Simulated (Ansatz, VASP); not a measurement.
**One calculation of Li, two programs**

```xyz
17
Lattice="6.9800 0.0000 0.0000 0.0000 6.9800 0.0000 0.0000 0.0000 6.9800" Properties=species:S:1:pos:R:3 pbc="T T T"
Li    0.2560    0.0919   -0.1926
Li    3.5093    0.0813   -0.1024
Li    0.2007    3.1799    0.0468
Li    0.3408    0.2504    3.8889
Li    1.9729    1.7014    1.8223
Li    2.8621    4.4123   -0.1776
Li    3.4425   -0.2989    3.6805
Li    5.4720    0.9569    2.0848
Li   -0.1658    3.2201    3.1252
Li    1.4800    5.4114    1.8988
Li    2.1756    2.0646    5.1867
Li    3.6346    3.6241    3.2442
Li    5.4827    5.2649    1.5488
Li    5.2158    1.8327    5.0905
Li    1.2930    4.8661    4.8154
Li    5.3624    5.0717    5.3277
Li    4.5229    2.7647    0.6060
```

Alike in both runs: functional PBEsol; k mesh 2 × 2 × 2; occupations fermi-dirac, width 0.1 eV; no spin polarisation.

Ansatz relaxed the structure, and its values are those at the end. VASP's run is a single point on that final structure, the one shown.

|  | VASP | Ansatz |
| --- | --- | --- |
| version | VASP 6.6.1 | Ansatz 0.2.0 |
| potentials or method | VASP PAW PBE potentials, release 64 (Li_sv), cutoff 520 eV | scalar-relativistic, plane waves, PAW |
| valence electrons in the cell | 51 | 51 |

```csv
,VASP,Ansatz,Ansatz less VASP
rms of the force components (eV/Å),0.020,0.020,-0.0005
```

VASP's potentials were made for PBE, not for PBEsol. With one functional, cell and mesh, what is left measures potentials, basis and numerics.

The k mesh is coarse, so the values compare programs but aren't converged. Noted on VASP's run: the cutoff is short for stress, so the pressure is rough.
